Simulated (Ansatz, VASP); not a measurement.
**Two plane-wave programs on Mg**

INCAR

```
PREC = Accurate
ENCUT = 520
EDIFF = 1E-7
ISMEAR = -1
SIGMA = 0.1
LREAL = False
LASPH = True
NELM = 60
ALGO = Normal
ISIF = 2
LWAVE = False
LCHARG = False
NBANDS = 7
```

File KPOINTS:

```
Automatic mesh
0
Gamma
  14 14 14
```

The input POSCAR:

```
Mg
1.0
    0.0000000000      2.1864418054      2.1864418054
    2.1864418054      0.0000000000      2.1864418054
    2.1864418054      2.1864418054      0.0000000000
Mg
1
Direct
    0.0000000000      0.0000000000      0.0000000000
```

Input for Ansatz:

```yaml
crystal:
  lattice:
    - [0.0, 2.1864418054, 2.1864418054]
    - [2.1864418054, 0.0, 2.1864418054]
    - [2.1864418054, 2.1864418054, 0.0]
  atoms:
    - { symbol: Mg, position: [0.0, 0.0, 0.0] }
hamiltonian:
  xc: lda
  pseudopotentials:
    kind: paw
    azcp:
      Mg: "pseudopotentials/Mg.paw.azcp"
basis:
  ecutwfc: 420
  fft_grid_basis: typed
kpoints:
  mp_grid: { grid: [14, 14, 14], shift: [0, 0, 0] }
magnetization:
  spin_polarized: false
scf:
  occupations: { method: fermi_dirac, width: 0.1 }
  lower_state_search: "off"
output:
  stress: true
```

Alike in both runs: task single point; functional LDA; k mesh 14 × 14 × 14; occupations fermi-dirac, width 0.1 eV; no spin polarisation.

```csv
,VASP,Ansatz
version,VASP 6.6.1,Ansatz 0.2.0
potentials or method,"VASP PAW LDA potentials, release 64 (Mg), cutoff 520 eV","plane waves (420 eV) with PAW, scalar-relativistic"
valence electrons in the cell,2,10
```

VASP gave:

| Quantity | Value |
| --- | --- |
| pressure (GPa) | 1.5 |

Question: What did Ansatz give for the same quantities?

Answer: Pressure (GPa): 1.8.

Ansatz warns that its potentials were made for another functional, while VASP's fit it. LDA's correlation is that of Perdew and Zunger in VASP and of Perdew and Wang (1992) in Ansatz. VASP's potentials hold 2 valence electrons a cell and Ansatz's 10, so a difference there can come from the potentials and not from the codes.
